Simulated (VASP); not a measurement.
**Ru: single point with r2SCAN**

Crystal: Ru.

```
Ru
1.0
     2.66464    0.00000    0.00000
    -1.33232    2.30765    0.00000
     0.00000    0.00000    4.21419
Ru
2
Direct
  0.33333 0.66667 0.25000
  0.66667 0.33333 0.75000
```

```
Program                : VASP 6.6.1
Task                   : single point
Functional             : r2SCAN
Potentials or basis    : VASP PAW PBE potentials, release 64 (Ru_pv)
Cutoff                 : 520 eV
k mesh                 : 18 × 18 × 10
Occupations            : gaussian, width 0.1 eV
Spin                   : no spin polarisation
Dipole correction      : no
Further INCAR settings : ALGO = Normal; EDIFF = 1e-06; NBANDS = 21
```

```json
{
  "Pressure": "16.9 GPa",
  "Band gap on the k mesh": "zero (bands 14 and 15 overlap by 3.49 eV)"
}
```

Stress tensor (GPa, compression positive):
```
16.81  0.00  0.00
 0.00 16.81  0.00
 0.00  0.00 16.99
```

Levels at points of the mesh, in eV from the Fermi level:
| k point | band 11 | band 12 | band 13 | band 14 | band 15 | band 16 | band 17 | band 18 |
| --- | --- | --- | --- | --- | --- | --- | --- | --- |
| (0.00, 0.00, 0.00) | -2.69 | -2.13 | -2.13 | -1.56 | -1.56 | 1.33 | 1.33 | 1.43 |
| (0.50, 0.00, 0.00) | -2.30 | -1.94 | -1.67 | 1.61 | 2.08 | 2.16 | 4.52 | 6.79 |
| (0.00, 0.00, 0.50) | -3.08 | -3.08 | -2.97 | -2.97 | 0.62 | 0.62 | 0.62 | 0.62 |
| (0.50, 0.00, 0.50) | -1.18 | -1.18 | 0.51 | 0.51 | 1.90 | 1.90 | 3.75 | 3.75 |

Wall time 2.9 min on 1 thread of AMD EPYC 9R45 (Zen 5), on a shared host, peak memory 0.18 GiB.

Caveat: the cell stands under pressure; the PAW data sets were made with another functional, which shifts forces and pressure a little.
